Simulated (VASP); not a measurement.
Here is a VASP 6.6.1 calculation.

File INCAR:

```
ALGO = Normal
EDIFF = 1E-6
ENCUT = 520
GGA = PS
ISIF = 2
ISMEAR = -1
LASPH = T
LCHARG = F
LREAL = F
LWAVE = F
NBANDS = 14
NELM = 60
PREC = Accurate
SIGMA = 0.05
```

KPOINTS

```
k-points
0
Gamma
  7 7 4
```

POSCAR

```
Na
1.0
    3.7293300000      0.0000000000      0.0000000000
   -1.8646650000      3.2296945191      0.0000000000
    0.0000000000      0.0000000000      6.1540000000
Na
2
Direct
    0.6666666667      0.3333333333      0.7500000000
    0.3333333333      0.6666666667      0.2500000000
```

Potentials or basis: VASP PAW PBE potentials, release 64 (Na_pv).

Launch:

```sh
$ cat potpaw_PBE.64/Na_pv/POTCAR > POTCAR
$ mpirun -np 1 vasp_std > vasp.out
```

(1) Predict the pressure.

(2) Estimate the band gap on the k mesh.

Results:

(1) -0.1 GPa.

(2) zero (band 7 reaches 1.57 eV, above the bottom of band 8 at -1.96 eV).

Caveat: the PAW data sets were made with another functional, which shifts forces and pressure a little.
